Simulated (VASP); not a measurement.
# Te2Mo in VASP: notebook, part 3 of 3

VASP 6.6.1.

### 4 Single point, PBEsol

The input, INCAR:

```
SYSTEM = Te2Mo
PREC     = Accurate       ! precision mode
ENCUT    = 500            ! plane-wave cutoff, eV
EDIFF    = 1E-6           ! SCF threshold, eV
ISMEAR   = 1              ! smearing method
SIGMA    = 0.05           ! smearing width, eV
LREAL    = .False.        ! projectors in reciprocal space
LASPH    = .True.         ! aspherical terms in the spheres
NELM     = 120            ! most SCF steps
ALGO     = Normal         ! electronic algorithm
ISIF     = 2              ! what is computed and relaxed
LWAVE    = .False.        ! write WAVECAR
LCHARG   = .False.        ! write CHGCAR
GGA      = PS             ! functional
NBANDS   = 20             ! bands
GGA_COMPAT= .False.
```

The input, KPOINTS:

```
Automatic mesh
0
Gamma
  9 9 2
  0 0 0
```

The input, POSCAR:

```
Te2Mo
1.0
    3.5602300000      0.0000000000      0.0000000000
   -1.7801150000      3.0832496233      0.0000000000
    0.0000000000      0.0000000000     17.5240600000
Te Mo
2 1
Direct
    0.3333333333      0.6666666667      0.8978600000
    0.3333333333      0.6666666667      0.1021400000
    0.0000000000      0.0000000000      0.0000000000
```

Potentials or basis: VASP PAW PBE potentials, release 64 (Te, Mo_sv).

Started as:

```console
cat potpaw_PBE.64/Te/POTCAR potpaw_PBE.64/Mo_sv/POTCAR > POTCAR
mpirun -np 1 vasp_std > vasp.out
```

OUTCAR:

```text
SYSTEM = Te2Mo
   PREC = Accurate
   ENCUT = 500
   EDIFF = 1E-6
   ISMEAR = 1
   LREAL = .False.
   LASPH = .True.
   NELM = 120
   ISIF = 2
   GGA = PS

 ion  position               nearest neighbor table
   1  0.333  0.667  0.898-   3 2.73   3 2.73   3 2.73   2 3.58
   2  0.333  0.667  0.102-   3 2.73   3 2.73   3 2.73   1 3.58
   3  0.000  0.000  0.000-   1 2.73   2 2.73   1 2.73   2 2.73   1 2.73   2 2.73

  LATTYP: Found a hexagonal cell.
 ALAT       =     3.5602300000
 C/A-ratio  =     4.9221707586

  Lattice vectors:

 A1 = (   3.5602300000,   0.0000000000,   0.0000000000)
 A2 = (  -1.7801150000,   3.0832496233,   0.0000000000)
 A3 = (   0.0000000000,   0.0000000000,  17.5240600000)

Analysis of symmetry for initial positions (statically):
=====================================================================
 Subroutine PRICEL returns:
 Original cell was already a primitive cell.

 Routine SETGRP: Setting up the symmetry group for a
 hexagonal supercell.

 Subroutine GETGRP returns: Found 12 space group operations
 (whereof 12 operations were pure point group operations)
 out of a pool of 24 trial point group operations.

The static configuration has the point symmetry D_3h.

Analysis of symmetry for dynamics (positions and initial velocities):
=====================================================================
 Subroutine PRICEL returns:
 Original cell was already a primitive cell.

 Routine SETGRP: Setting up the symmetry group for a
 hexagonal supercell.

 Subroutine GETGRP returns: Found 12 space group operations
 (whereof 12 operations were pure point group operations)
 out of a pool of 24 trial point group operations.

The dynamic configuration has the point symmetry D_3h.

 Subroutine INISYM returns: Found 12 space group operations
 (whereof 12 operations are pure point group operations),
 and found     1 'primitive' translations

----------------------------------------------------------------------------------------

                                     Primitive cell

  volume of cell :     192.3630

  direct lattice vectors                    reciprocal lattice vectors
     3.560230000  0.000000000  0.000000000     0.280880730  0.162166565  0.000000000
    -1.780115000  3.083249623  0.000000000     0.000000000  0.324333130  0.000000000
     0.000000000  0.000000000 17.524060000     0.000000000  0.000000000  0.057064402

  length of vectors
     3.560230000  3.560230000 17.524060000     0.324333130  0.324333130  0.057064402

  position of ions in fractional coordinates (direct lattice)
     0.333333333  0.666666667  0.897860000
     0.333333333  0.666666667  0.102140000
     0.000000000  0.000000000  0.000000000

  ion indices of the primitive-cell ions
   primitive index   ion index
                 1           1
                 2           2
                 3           3

----------------------------------------------------------------------------------------

 KPOINTS: Automatic mesh

Automatic generation of k-mesh.
 Grid dimensions read from file:
 generate k-points for:    9    9    2

 Generating k-lattice:

  Cartesian coordinates                     Fractional coordinates (reciprocal lattice)
     0.031208970  0.018018507  0.000000000     0.111111111 -0.000000000  0.000000000
     0.000000000  0.036037014  0.000000000     0.000000000  0.111111111  0.000000000
     0.000000000  0.000000000  0.028532201     0.000000000  0.000000000  0.500000000

  Length of vectors
     0.036037014  0.036037014  0.028532201

  Shift w.r.t. Gamma in fractional coordinates (k-lattice)
     0.000000000  0.000000000  0.000000000

 Subroutine IBZKPT returns following result:
 ===========================================

 Found     24 irreducible k-points:

 Following reciprocal coordinates:
            Coordinates               Weight
  0.000000  0.000000  0.000000      1.000000
  0.111111  0.000000  0.000000      6.000000
  0.222222  0.000000  0.000000      6.000000
  0.333333  0.000000  0.000000      6.000000
  0.444444  0.000000  0.000000      6.000000
  0.111111  0.111111  0.000000      6.000000
[... 16 lines left out ...]
  0.333333  0.222222  0.500000     12.000000
  0.333333  0.333333  0.500000      2.000000
   k-points           NKPTS =     24   k-points in BZ     NKDIM =     24   number of bands    NBANDS=     20
   number of dos      NEDOS =    301   number of ions     NIONS =      3
   total plane-waves  NPLWV = 100352
   dimension x,y,z NGX =    28 NGY =   28 NGZ =  128
   dimension x,y,z NGXF=    56 NGYF=   56 NGZF=  256
   ions per type =               2   1
   NGX,Y,Z   is equivalent  to a cutoff of  13.07, 13.07, 12.14 a.u.
   NGXF,Y,Z  is equivalent  to a cutoff of  26.15, 26.15, 24.29 a.u.
 SYSTEM =  Te2Mo
   PREC   = accura    normal or accurate (medium, high low for compatibility)
   ISTART =      0    job   : 0-new  1-cont  2-samecut
   ICHARG =      2    charge: 1-file 2-atom 10-const
   ISPIN  =      1    spin polarized calculation?
   LNONCOLLINEAR =      F non collinear calculations
   LSORBIT =      F    spin-orbit coupling
   LASPH  =      T    aspherical Exc in radial PAW
   ENCUT  =  500.0 eV  36.75 Ry    6.06 a.u.   6.49  6.49 31.95*2*pi/ulx,y,z
   NELM   =    120;   NELMIN=  2; NELMDL= -5     # of ELM steps
   EDIFF  = 0.1E-05   stopping-criterion for ELM
   LREAL  =      F    real-space projection
   EDIFFG = 0.1E-04   stopping-criterion for IOM
   NSW    =      0    number of steps for IOM
   IBRION =     -1    ionic relax: 0-MD 1-quasi-New 2-CG
   NFREE  =      0    steps in history (QN), initial steepest desc. (CG)
   ISIF   =      2    stress and relaxation
   ISYM   =      2    0-nonsym 1-usesym 2-fastsym
   POTIM  = 0.5000    time-step for ionic-motion
   TEBEG  =    0.0;   TEEND  =   0.0 temperature during run
   PSTRESS=    0.0 pullay stress
   NELECT =      26.0000    total number of electrons
   NUPDOWN=      -1.0000    fix difference up-down
   EMIN   =  10.00;   EMAX   =-10.00  energy-range for DOS
   EFERMI =   0.00;   METHOD = LEGACY
   ISMEAR =     1;   SIGMA  =   0.05  broadening in eV -4-tet -1-fermi 0-gaus
   EFERMI_NEDOS =   21; number of points for ismear=-14 and -15
   IALGO  =     38    algorithm
   IMIX   =      4    mixing-type and parameters
     AMIX     =   0.40;   BMIX     =  1.00
     AMIX_MAG =   1.60;   BMIX_MAG =  1.00
  volume/ion in A,a.u.               =      64.12       432.71
  Fermi-wavevector in a.u.,A,eV,Ry     =   0.840154  1.587660  9.603786  0.705858
  Thomas-Fermi vector in A             =   1.954489
   LORBIT       =      0    0 simple, 1 ext, 2 COOP (PROOUT), +10 PAW based schemes
   GGA     = PS    functional components
   LHFCALC =     F    Hartree Fock is set to
   AEXX    =    0.0000 exact exchange contribution
   IVDW    =     0    specifies the selected vdW correction
   LEPSILON=     F    determine dielectric tensor
   LRPA    =     F    only Hartree local field effects (RPA)
 non-spin polarized calculation
 Methfessel and Paxton  Order N= 1 SIGMA  =   0.05
  energy-cutoff  :      500.00
  volume of cell :      192.36
 maximum number of plane-waves:      4959
 NGX is ok and might be reduce to    28
   NGX = 13   NGY = 13   NGZ = 63

 number of electron      25.9999997 magnetization

 Free energy of the ion-electron system (eV)
  ---------------------------------------------------
  ext. energy  EPLUGINS =         0.00000000
  ---------------------------------------------------
  free energy    TOTEN  =       -19.58576050 eV

  energy without entropy =      -19.58583208  energy(sigma->0) =      -19.58578436

 E-fermi :   0.0433     XC(G=0):  -4.7509

 val. band max:        0.0012462719   @ k =   0.3333   0.3333   0.5000
 cond. band min:       1.0486063488   @ k =   0.3333   0.3333   0.5000
 fundamental gap:      1.0473600769
 Fermi energy:         0.0433379814

 k-point     1 :       0.0000    0.0000    0.0000
  band No.  band energies     occupation
      1     -60.5725      2.00000
      2     -34.7453      2.00000
      3     -34.6457      2.00000
      4     -34.6457      2.00000
      5     -12.5491      2.00000
      6     -11.5614      2.00000
[... 12 lines left out ...]
     19       4.8218      0.00000
     20       5.5735      0.00000
[... 507 lines left out ...]
 k-point    24 :       0.3333    0.3333    0.5000
  band No.  band energies     occupation
      1     -60.5631      2.00000
      2     -34.7340      2.00000
      3     -34.7180      2.00000
      4     -34.7162      2.00000
      5     -10.3404      2.00000
      6     -10.0818      2.00000
[... 12 lines left out ...]
     19       5.1775      0.00000
     20       7.3905      0.00000

------------------------ aborting loop because EDIFF is reached ----------------------------------------

  FORCE on cell =-STRESS in cart. coord.  units (eV):
  Direction    XX          YY          ZZ          XY          YZ          ZX
  --------------------------------------------------------------------------------------
  -------------------------------------------------------------------------------------
  Total       -1.5758891     -1.5758891     -0.5260683      0.0000000      0.0000000      0.0000000
  in kB      -13.1254668    -13.1254668     -4.3815846      0.0000000      0.0000000      0.0000000
  external PRESSURE =     -10.2108394 kB  Pullay stress =       0.0000000 kB

 VOLUME and BASIS-vectors are now :
 -----------------------------------------------------------------------------
  energy-cutoff  :      500.00
  volume of cell :      192.36
      direct lattice vectors                 reciprocal lattice vectors
     3.560230000  0.000000000  0.000000000     0.280880730  0.162166565  0.000000000
    -1.780115000  3.083249623  0.000000000     0.000000000  0.324333130  0.000000000
     0.000000000  0.000000000 17.524060000     0.000000000  0.000000000  0.057064402

 POSITION                                       TOTAL-FORCE (eV/Angst)
 -----------------------------------------------------------------------------------
     -0.00000      2.05550     15.73415         0.000000     -0.000000      0.144458
     -0.00000      2.05550      1.78991        -0.000000      0.000000     -0.144458
      0.00000      0.00000      0.00000        -0.000000     -0.000000      0.000000
 -----------------------------------------------------------------------------------
    total drift:                                0.000000     -0.000000     -0.000000

  FREE ENERGIE OF THE ION-ELECTRON SYSTEM (eV)
  ---------------------------------------------------
  free  energy   TOTEN  =       -19.5857604998 eV

  energy  without entropy=      -19.5858320789  energy(sigma->0) =      -19.58578436
```

Run time: 81 s. Hardware: 1 thread of AMD EPYC 9R45 (Zen 5), shared host; peak memory 0.3 GiB.

What came out:

- Free energy: -19.5858 eV
- Largest force: 0.144 eV/Å
- Band gap on the k mesh: 1.05 eV

Forces on the atoms (eV/Å):
```
Te   0.000  0.000  0.144
Te   0.000  0.000 -0.144
Mo   0.000  0.000  0.000
```

Caveat: the PAW data sets were made with another functional, which shifts forces and pressure a little; spin-orbit coupling is left out, which moves the levels of the heavy elements.

### 5 Overview

| level | potentials or basis | gap on the mesh (eV) | largest force (eV/Å) |
| --- | --- | --- | --- |
| BLYP | VASP PAW PBE potentials, release 64 (Te, Mo_sv) | 1.04 | 0.76 |
| LDA | VASP PAW LDA potentials, release 64 (Te, Mo_sv) | 1.04 | 0.37 |
| PBEsol | VASP PAW PBE potentials, release 64 (Te, Mo_sv) | 1.05 | 0.14 |

Alike in all rows: task single point; no spin polarisation; cell as given; k mesh 9 × 9 × 2; cutoff (eV) 500; smearing methfessel-paxton 0.05 eV.

Caveats: spin-orbit coupling is left out, which moves the levels of the heavy elements; the PAW data sets were made with another functional, which shifts forces and pressure a little (at least some runs).

Total energies depend on the potentials used, so only differences within one code and one set of settings carry meaning.
